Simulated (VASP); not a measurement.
# Sr2RePdO6 (I4/m) in VASP: single point with PBE

Aim: the single point of Sr2RePdO6 with PBE.

Everything below comes from runs of VASP 6.6.1. Logs are shortened: lines on timing, memory, paths and dates and some standing lists are left out, and cuts for length are marked.

## Step 1: The cell of the first run

The structure is tetragonal, space group I4/m (No. 87). Conventional cell: a = 5.600 Å, b = 5.600 Å, c = 7.996 Å, α = 90.00°, β = 90.00°, γ = 90.00°. Within 2.6 Å of Re (site symmetry 4/m) lie 6 O at 1.94 Å. Pd (site symmetry 4/m) has 6 O at 2.05 to 2.06 Å within 2.7 Å. Within 3.0 Å of O (site symmetry m) lie 1 Re at 1.94 Å and 1 Pd at 2.05 Å and 4 Sr at 2.66 to 2.98 Å and 8 O at 2.74 to 2.90 Å. Within 2.6 Å of O (site symmetry 4) lie 1 Re at 1.94 Å and 1 Pd at 2.06 Å. Sr (site symmetry -4) has 12 O at 2.66 to 2.98 Å and 4 Re at 3.44 Å and 4 Pd at 3.44 Å within 3.5 Å.

## Step 2: Single point, PBE

File INCAR:

```
  ALGO = Normal
  EDIFF = 1E-6
  ENCUT = 700
  GGA = PE
  GGA_COMPAT = F
  ISIF = 2
  ISMEAR = -1
  LASPH = T
  LCHARG = T
  LELF = T
  LREAL = F
  LVHAR = T
  LWAVE = F
  NBANDS = 56
  NELM = 120
  PREC = Accurate
  SIGMA = 0.1
```

File KPOINTS:

```
k-points
0
Gamma
  5 5 5
```

File POSCAR:

```
Sr2RePdO6
1.0
    0.0000000000      5.5995780000      0.0000000000
    5.5995780000      0.0000000000      0.0000000000
    2.7997890000      2.7997890000     -3.9977730000
Re Pd O Sr
1 1 6 2
Direct
    0.5000000000      0.5000000000      0.0000000000
    0.0000000000      0.0000000000      0.0000000000
    0.2277000000      0.2861000000      0.0000000000
    0.2861000000      0.7723000000      0.0000000000
    0.7723000000      0.7139000000      0.0000000000
    0.7139000000      0.2277000000      0.0000000000
    0.2571000000      0.2571000000      0.4858000000
    0.7429000000      0.7429000000      0.5142000000
    0.7500000000      0.2500000000      0.5000000000
    0.2500000000      0.7500000000      0.5000000000
```

Potentials or basis: VASP PAW PBE potentials, release 64 (Re_sv_GW, Pd_sv_GW, O, Sr_sv).

On the command line:

```console
$ cat potpaw_PBE.64/Re_sv_GW/POTCAR potpaw_PBE.64/Pd_sv_GW/POTCAR potpaw_PBE.64/O/POTCAR potpaw_PBE.64/Sr_sv/POTCAR > POTCAR
$ mpirun -np 1 vasp_std > vasp.out
```

OUTCAR:

```text
EDIFF = 1E-6
   ENCUT = 700
   GGA = PE
   ISIF = 2
   ISMEAR = -1
   LASPH = T
   LREAL = F
   NELM = 120
   PREC = Accurate

 ion  position               nearest neighbor table
   1  0.500  0.500  0.000-   3 1.94   4 1.94   5 1.94   6 1.94   7 1.94   8 1.94  10 3.44   9 3.44
                            10 3.44   9 3.44   9 3.44  10 3.44   9 3.44  10 3.44
   2  0.000  0.000  0.000-   3 2.05   4 2.05   5 2.05   6 2.05   8 2.06   7 2.06   9 3.44  10 3.44
                             9 3.44  10 3.44   9 3.44  10 3.44  10 3.44   9 3.44
   3  0.228  0.286  0.000-   1 1.94   2 2.05   9 2.66  10 2.66   9 2.98  10 2.98
   4  0.286  0.772  0.000-   1 1.94   2 2.05  10 2.66   9 2.66  10 2.98   9 2.98
   5  0.772  0.714  0.000-   1 1.94   2 2.05   9 2.66  10 2.66   9 2.98  10 2.98
   6  0.714  0.228  0.000-   1 1.94   2 2.05  10 2.66   9 2.66  10 2.98   9 2.98
   7  0.257  0.257  0.486-   1 1.94   2 2.06   9 2.80  10 2.80  10 2.80   9 2.80
   8  0.743  0.743  0.514-   1 1.94   2 2.06  10 2.80   9 2.80  10 2.80   9 2.80
   9  0.750  0.250  0.500-   4 2.66   6 2.66   3 2.66   5 2.66   8 2.80   7 2.80   7 2.80   8 2.80
                             6 2.98   5 2.98   4 2.98   3 2.98   2 3.44   1 3.44   2 3.44   1 3.44
  10  0.250  0.750  0.500-   3 2.66   5 2.66   4 2.66   6 2.66   8 2.80   7 2.80   7 2.80   8 2.80
                             3 2.98   5 2.98   4 2.98   6 2.98   2 3.44   1 3.44   2 3.44   1 3.44

  LATTYP: Found a body centered tetragonal cell.
 ALAT       =     5.5995780000
 C/A-ratio  =     1.4278836727

  Lattice vectors:

 A1 = (  -2.7997890000,   2.7997890000,   3.9977730000)
 A2 = (   2.7997890000,  -2.7997890000,   3.9977730000)
 A3 = (   2.7997890000,   2.7997890000,  -3.9977730000)

Analysis of symmetry for initial positions (statically):
=====================================================================
 Subroutine PRICEL returns:
 Original cell was already a primitive cell.

 Routine SETGRP: Setting up the symmetry group for a
 body centered tetragonal supercell.

 Subroutine GETGRP returns: Found  8 space group operations
 (whereof  8 operations were pure point group operations)
 out of a pool of 16 trial point group operations.

The static configuration has the point symmetry C_4h.

Analysis of symmetry for dynamics (positions and initial velocities):
=====================================================================
 Subroutine PRICEL returns:
 Original cell was already a primitive cell.

 Routine SETGRP: Setting up the symmetry group for a
 body centered tetragonal supercell.

 Subroutine GETGRP returns: Found  8 space group operations
 (whereof  8 operations were pure point group operations)
 out of a pool of 16 trial point group operations.

The dynamic configuration has the point symmetry C_4h.

 Subroutine INISYM returns: Found  8 space group operations
 (whereof  8 operations are pure point group operations),
 and found     1 'primitive' translations

----------------------------------------------------------------------------------------

                                     Primitive cell

  volume of cell :     125.3513

  direct lattice vectors                    reciprocal lattice vectors
     0.000000000  5.599578000  0.000000000     0.000000000  0.178584886  0.125069633
     5.599578000  0.000000000  0.000000000     0.178584886  0.000000000  0.125069633
     2.799789000  2.799789000 -3.997773000     0.000000000  0.000000000 -0.250139265

  length of vectors
     5.599578000  5.599578000  5.626706483     0.218025170  0.218025170  0.250139265

  position of ions in fractional coordinates (direct lattice)
     0.500000000  0.500000000  0.000000000
     0.000000000  0.000000000  0.000000000
     0.227700000  0.286100000  0.000000000
     0.286100000  0.772300000  0.000000000
     0.772300000  0.713900000  0.000000000
     0.713900000  0.227700000  0.000000000
     0.257100000  0.257100000  0.485800000
     0.742900000  0.742900000  0.514200000
     0.750000000  0.250000000  0.500000000
     0.250000000  0.750000000  0.500000000

  ion indices of the primitive-cell ions
   primitive index   ion index
                 1           1
                 2           2
                 3           3
                 4           4
                 5           5
                 6           6
                 7           7
                 8           8
                 9           9
                10          10

----------------------------------------------------------------------------------------

 KPOINTS: k-points

Automatic generation of k-mesh.
 Grid dimensions read from file:
 generate k-points for:    5    5    5

 Generating k-lattice:

  Cartesian coordinates                     Fractional coordinates (reciprocal lattice)
     0.000000000  0.035716977  0.025013927     0.200000000  0.000000000 -0.000000000
     0.035716977  0.000000000  0.025013927     0.000000000  0.200000000 -0.000000000
     0.000000000  0.000000000 -0.050027853     0.000000000  0.000000000  0.200000000

  Length of vectors
     0.043605034  0.043605034  0.050027853

  Shift w.r.t. Gamma in fractional coordinates (k-lattice)
     0.000000000  0.000000000  0.000000000

 Subroutine IBZKPT returns following result:
 ===========================================

 Found     21 irreducible k-points:

 Following reciprocal coordinates:
            Coordinates               Weight
  0.000000  0.000000  0.000000      1.000000
  0.200000  0.000000  0.000000      8.000000
  0.400000  0.000000  0.000000      8.000000
  0.200000  0.200000  0.000000      8.000000
  0.400000  0.200000  0.000000      8.000000
 -0.200000 -0.400000  0.000000      8.000000
[... 13 lines left out ...]
  0.000000  0.000000  0.400000      2.000000
 -0.200000  0.000000  0.400000      4.000000
   k-points           NKPTS =     21   k-points in BZ     NKDIM =     21   number of bands    NBANDS=     56
   number of dos      NEDOS =    301   number of ions     NIONS =     10
   total plane-waves  NPLWV = 115200
   dimension x,y,z NGX =    48 NGY =   48 NGZ =   50
   dimension x,y,z NGXF=    96 NGYF=   96 NGZF=  100
   ions per type =               1   1   6   2
   NGX,Y,Z   is equivalent  to a cutoff of  14.25, 14.25, 14.77 a.u.
   NGXF,Y,Z  is equivalent  to a cutoff of  28.50, 28.50, 29.55 a.u.
 SYSTEM =  unknown system
   PREC   = accura    normal or accurate (medium, high low for compatibility)
   ISTART =      0    job   : 0-new  1-cont  2-samecut
   ICHARG =      2    charge: 1-file 2-atom 10-const
   ISPIN  =      1    spin polarized calculation?
   LNONCOLLINEAR =      F non collinear calculations
   LSORBIT =      F    spin-orbit coupling
   LASPH  =      T    aspherical Exc in radial PAW
   ENCUT  =  700.0 eV  51.45 Ry    7.17 a.u.  12.08 12.08 12.14*2*pi/ulx,y,z
   NELM   =    120;   NELMIN=  2; NELMDL= -5     # of ELM steps
   EDIFF  = 0.1E-05   stopping-criterion for ELM
   LREAL  =      F    real-space projection
   EDIFFG = 0.1E-04   stopping-criterion for IOM
   NSW    =      0    number of steps for IOM
   IBRION =     -1    ionic relax: 0-MD 1-quasi-New 2-CG
   NFREE  =      0    steps in history (QN), initial steepest desc. (CG)
   ISIF   =      2    stress and relaxation
   ISYM   =      2    0-nonsym 1-usesym 2-fastsym
   POTIM  = 0.5000    time-step for ionic-motion
   TEBEG  =    0.0;   TEEND  =   0.0 temperature during run
   PSTRESS=    0.0 pullay stress
   NELECT =      89.0000    total number of electrons
   NUPDOWN=      -1.0000    fix difference up-down
   EMIN   =  10.00;   EMAX   =-10.00  energy-range for DOS
   EFERMI =   0.00;   METHOD = LEGACY
   ISMEAR =    -1;   SIGMA  =   0.10  broadening in eV -4-tet -1-fermi 0-gaus
   EFERMI_NEDOS =   21; number of points for ismear=-14 and -15
   IALGO  =     38    algorithm
   IMIX   =      4    mixing-type and parameters
     AMIX     =   0.40;   BMIX     =  1.00
     AMIX_MAG =   1.60;   BMIX_MAG =  1.00
  volume/ion in A,a.u.               =      12.54        84.59
  Fermi-wavevector in a.u.,A,eV,Ry     =   1.460479  2.759905 29.021204  2.132998
  Thomas-Fermi vector in A             =   2.576923
   LORBIT       =      0    0 simple, 1 ext, 2 COOP (PROOUT), +10 PAW based schemes
   GGA     = PE    functional components
   LHFCALC =     F    Hartree Fock is set to
   AEXX    =    0.0000 exact exchange contribution
   IVDW    =     0    specifies the selected vdW correction
   LEPSILON=     F    determine dielectric tensor
   LRPA    =     F    only Hartree local field effects (RPA)
 non-spin polarized calculation
  energy-cutoff  :      700.00
  volume of cell :      125.35
 maximum number of plane-waves:      5286
   NGX = 25   NGY = 25   NGZ = 25

 number of electron      89.0000000 magnetization

 Free energy of the ion-electron system (eV)
  ---------------------------------------------------
  ext. energy  EPLUGINS =         0.00000000
  ---------------------------------------------------
  free energy    TOTEN  =       -68.93189021 eV

  energy without entropy =      -68.69681651  energy(sigma->0) =      -68.81435336

 E-fermi :   6.5507     XC(G=0): -11.3675

 val. band max:        6.5410015133   @ k =  -0.2000  -0.4000   0.0000
 cond. band min:       6.5632939181   @ k =   0.4000   0.2000   0.0000
 fundamental gap:      0.0222924048
 Fermi energy:         6.5506860293

 k-point     1 :       0.0000    0.0000    0.0000
  band No.  band energies     occupation
      1     -79.0078      2.00000
      2     -76.2208      2.00000
      3     -44.7767      2.00000
      4     -44.7767      2.00000
      5     -44.7240      2.00000
      6     -38.0796      2.00000
[... 48 lines left out ...]
     55      12.2764      0.00000
     56      12.4370      0.00000

 k-point     2 :       0.2000    0.0000    0.0000
  band No.  band energies     occupation
      1     -79.0078      2.00000
      2     -76.2209      2.00000
      3     -44.7767      2.00000
      4     -44.7767      2.00000
      5     -44.7240      2.00000
      6     -38.0796      2.00000
[... 1114 lines left out ...]
  band No.  band energies     occupation
      1     -79.0079      2.00000
      2     -76.2209      2.00000
      3     -44.7767      2.00000
      4     -44.7767      2.00000
      5     -44.7240      2.00000
      6     -38.0798      2.00000
[... 48 lines left out ...]
     55      12.4238      0.00000
     56      12.8397      0.00000

------------------------ aborting loop because EDIFF is reached ----------------------------------------

  FORCE on cell =-STRESS in cart. coord.  units (eV):
  Direction    XX          YY          ZZ          XY          YZ          ZX
  --------------------------------------------------------------------------------------
  -------------------------------------------------------------------------------------
  Total        6.6859184      6.6859184      6.7752945      0.0000011      0.0000000      0.0000000
  in kB       85.4560718     85.4560718     86.5984325      0.0000145      0.0000000      0.0000000
  external PRESSURE =      85.8368587 kB  Pullay stress =       0.0000000 kB

 VOLUME and BASIS-vectors are now :
 -----------------------------------------------------------------------------
  energy-cutoff  :      700.00
  volume of cell :      125.35
      direct lattice vectors                 reciprocal lattice vectors
     0.000000000  5.599578000  0.000000000     0.000000000  0.178584886  0.125069633
     5.599578000  0.000000000  0.000000000     0.178584886  0.000000000  0.125069633
     2.799789000  2.799789000 -3.997773000     0.000000000  0.000000000 -0.250139265

 POSITION                                       TOTAL-FORCE (eV/Angst)
 -----------------------------------------------------------------------------------
      2.79979      2.79979      0.00000         0.000000     -0.000000     -0.000000
      0.00000      0.00000      0.00000         0.000000     -0.000000     -0.000000
      1.60204      1.27502      0.00000         1.301765      0.570229     -0.000000
      4.32455      1.60204      0.00000        -0.570229      1.301765     -0.000000
      3.99754      4.32455      0.00000        -1.301765     -0.570229     -0.000000
      1.27502      3.99754      0.00000         0.570229     -1.301765     -0.000000
      2.79979      2.79979     -1.94212        -0.000000     -0.000000      1.553571
      5.59958      5.59958     -2.05565         0.000000      0.000000     -1.553571
      2.79979      5.59958     -1.99889        -0.000000      0.000000     -0.000000
      5.59958      2.79979     -1.99889         0.000000     -0.000000     -0.000000
 -----------------------------------------------------------------------------------
    total drift:                                0.000000      0.000000     -0.000000

  FREE ENERGIE OF THE ION-ELECTRON SYSTEM (eV)
  ---------------------------------------------------
  free  energy   TOTEN  =       -68.9318902103 eV

  energy  without entropy=      -68.6968165145  energy(sigma->0) =      -68.81435336
```

It took 20 min on 1 thread of AMD EPYC 7R43 (Zen 3), shared host; peak memory 0.44 GiB.

Results:

* Free energy: -68.9319 eV
* Pressure: 8.6 GPa
* Largest force: 1.554 eV/Å
* Band gap on the k mesh: zero (an odd number of electrons rules out a gap without spin polarisation)

Forces on the atoms (eV/Å):
```
Re   0.000  0.000  0.000
Pd   0.000  0.000  0.000
O    1.302  0.570  0.000
O   -0.570  1.302  0.000
O   -1.302 -0.570  0.000
O    0.570 -1.302  0.000
O    0.000  0.000  1.554
O    0.000  0.000 -1.554
Sr   0.000  0.000  0.000
Sr   0.000  0.000  0.000
```

Stress tensor (GPa, compression positive):
```
8.55 0.00 0.00
0.00 8.55 0.00
0.00 0.00 8.66
```

Caveat: the cell stands under pressure; spin-orbit coupling is left out, which moves the levels of the heavy elements; an odd number of electrons without spin polarisation forces a metal; a magnetic or distorted state may lie lower.

The gap in the log of VASP goes by the Fermi energy; the results here count the filled bands.